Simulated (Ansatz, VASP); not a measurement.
# One calculation of Rh, two programs

```
Rh
1.0
     0.00000    1.87873    1.87873
     1.87873    0.00000    1.87873
     1.87873    1.87873    0.00000
Rh
1
Direct
  0.00000 0.00000 0.00000
```

Alike in both runs: functional LDA; k mesh 20 × 20 × 20; occupations fermi-dirac, width 0.15 eV; no spin polarisation.

Ansatz relaxed the structure, and its values are those at the end. VASP's run is a single point on that final structure, the one shown.

|  | VASP | Ansatz |
| --- | --- | --- |
| version | VASP 6.6.1 | Ansatz 0.2.0 |
| potentials or method | VASP PAW LDA potentials, release 64 (Rh_pv), cutoff 520 eV | scalar-relativistic, plane waves, PAW |
| valence electrons in the cell | 15 | 17 |

Ansatz gave:

| Item | Value |
| --- | --- |
| gap on the k mesh at the Fermi level (eV) | none |
| pressure (GPa) | 0.0 |

Question: What did VASP give for the same quantities?

Answer: gap on the k mesh at the Fermi level (eV): none; pressure (GPa): 0.9.

LDA's correlation is that of Perdew and Zunger in VASP and of Perdew and Wang (1992) in Ansatz. A gap of «none» marks a metal or a gap that the smearing closes. VASP's potentials hold 15 valence electrons a cell and Ansatz's 17, so a difference there can come from the potentials and not from the codes.
